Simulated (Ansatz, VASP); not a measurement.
One calculation of Ag, two programs

The input INCAR:

```
PREC     = Accurate       # precision mode
ENCUT    = 520            # plane-wave cutoff, eV
EDIFF    = 1E-6           # SCF threshold, eV
ISMEAR   = -1             # smearing method
SIGMA    = 0.08           # smearing width, eV
LREAL    = F              # projectors in reciprocal space
LASPH    = T              # aspherical terms in the spheres
NELM     = 60             # most SCF steps
ALGO     = Normal         # electronic algorithm
ISIF     = 2              # what is computed and relaxed
LWAVE    = F              # write WAVECAR
LCHARG   = F              # write CHGCAR
GGA      = PE             # functional
NBANDS   = 30             # bands
```

File KPOINTS:

```
Automatic mesh
0
Gamma
  14 14 4
```

The input POSCAR:

```
Ag
1.0
    2.8861989086      0.0000000000      0.0000000000
   -1.4430994543      2.4995215753      0.0000000000
    0.0000000000      0.0000000000     10.0000000000
Ag
4
Direct
    0.3333333333      0.6666666667      0.2500000000
    0.6666666667      0.3333333333      0.7500000000
    0.0000000000      0.0000000000      0.0000000000
    0.0000000000      0.0000000000      0.5000000000
```

Input for Ansatz:

```yaml
crystal:
  lattice:
    - [2.8861989086, 0.0, 0.0]
    - [-1.4430994543, 2.4995215753, 0.0]
    - [0.0, 0.0, 10.0]
  atoms:
    - { symbol: Ag, position: [0.3333333333, 0.6666666667, 0.25] }
    - { symbol: Ag, position: [0.6666666667, 0.3333333333, 0.75] }
    - { symbol: Ag, position: [0.0, 0.0, 0.0] }
    - { symbol: Ag, position: [0.0, 0.0, 0.5] }
kpoints:
  mp_grid: { grid: [14, 14, 4] }
  band_path:
    path:
      - [0.0, 0.0, 0.0]
      - [0.5, 0.0, 0.0]
      - [0.3333333333, 0.3333333333, 0.0]
      - [0.0, 0.0, 0.0]
      - [0.0, 0.0, 0.5]
      - [0.5, 0.0, 0.5]
      - [0.3333333333, 0.3333333333, 0.5]
      - [0.0, 0.0, 0.5]
      - [0.5, 0.0, 0.5]
    npoints: 8
scf:
  occupations: { method: fermi_dirac, width: 0.08 }
hamiltonian:
  xc: pbe
  pseudopotentials: { kind: all_electron, lapw: { basis_error: 0.0005 } }
output:
  forces: true
  stress: true
  eigenvalues: true
  populations: true
  dos: { projected: true, de: 0.2, e_range: [-14, 8] }
```

Alike in both runs: task single point; functional PBE; k mesh 14 × 14 × 4; occupations fermi-dirac, width 0.08 eV; no spin polarisation.

```csv
,VASP,Ansatz
version,VASP 6.6.1,Ansatz 0.2.0
potentials or method,"VASP PAW PBE potentials, release 64 (Ag), cutoff 520 eV","all-electron LAPW, scalar-relativistic"
```

Ansatz gave:

| Item | Value |
| --- | --- |
| pressure (GPa) | -0.4 |
| traceless stress, the component that is largest in VASP (GPa) | -3.29 |

**Question.** Estimate VASP's values.

**Answer.** Pressure (GPa): -0.5; traceless stress, the component that is largest in VASP (GPa): -3.27.

Ansatz ran all-electron here, and VASP with PAW potentials.
